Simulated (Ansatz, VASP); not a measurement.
Ni in VASP and in Ansatz

```
CELL_PARAMETERS angstrom
-1.38372 1.38372 1.38372
1.38372 -1.38372 1.38372
1.38372 1.38372 -1.38372
ATOMIC_POSITIONS crystal
Ni 0.00000 0.00000 0.00000
```

Alike in both runs: task single point; functional PBEsol; k mesh 11 × 11 × 11; occupations fermi-dirac, width 0.05 eV; collinear spin; fixed moment 1.2 μB.

```csv
,VASP,Ansatz
version,VASP 6.6.1,Ansatz 0.2.0
potentials or method,"VASP PAW PBE potentials, release 64 (Ni_sv_GW)",Ansatz PAW
plane-wave cutoff (eV),690,420
valence electrons in the cell,18,18
```

|  | VASP | Ansatz | Ansatz less VASP |
| --- | --- | --- | --- |
| pressure (GPa) | 4.2 | 5.4 | +1.16 |
| net moment per atom (μB) | 1.20 | 1.20 | 0.000 |
| size of the moment on the site where the two differ most (μB) | 1.17 | 1.16 | -0.005 |

VASP's potentials were made for PBE, not for PBEsol. Site moments also hang on the region over which each program counts them. With one functional, cell and mesh, what is left measures potentials, basis and numerics.
